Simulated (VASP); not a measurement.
Input of a VASP 6.6.1 run:

File INCAR:

```
SYSTEM = Cu
PREC     = Accurate       ! precision mode
ENCUT    = 520            ! plane-wave cutoff, eV
EDIFF    = 1E-6           ! SCF threshold, eV
ISMEAR   = -1             ! smearing method
SIGMA    = 0.08           ! smearing width, eV
LREAL    = .False.        ! projectors in reciprocal space
LASPH    = .True.         ! aspherical terms in the spheres
NELM     = 60             ! most SCF steps
ALGO     = Normal         ! electronic algorithm
ISIF     = 2              ! what is computed and relaxed
LWAVE    = .False.        ! write WAVECAR
LCHARG   = .False.        ! write CHGCAR
GGA      = PE             ! functional
NBANDS   = 12             ! bands
```

KPOINTS

```
Automatic mesh
0
Gamma
  19 19 19
  0 0 0
```

Contents of POSCAR:

```
Cu
1.0
    0.0000000000      1.8194705475      1.8194705475
    1.8194705475      0.0000000000      1.8194705475
    1.8194705475      1.8194705475      0.0000000000
Cu
1
Direct
    0.0000000000      0.0000000000      0.0000000000
```

Potentials or basis: VASP PAW PBE potentials, release 64 (Cu).

The run is started by

```bash
$ cat potpaw_PBE.64/Cu/POTCAR > POTCAR
$ mpirun -np 1 vasp_std > vasp.out
```

Problem. Predict the pressure.

Solution. -0.6 GPa.
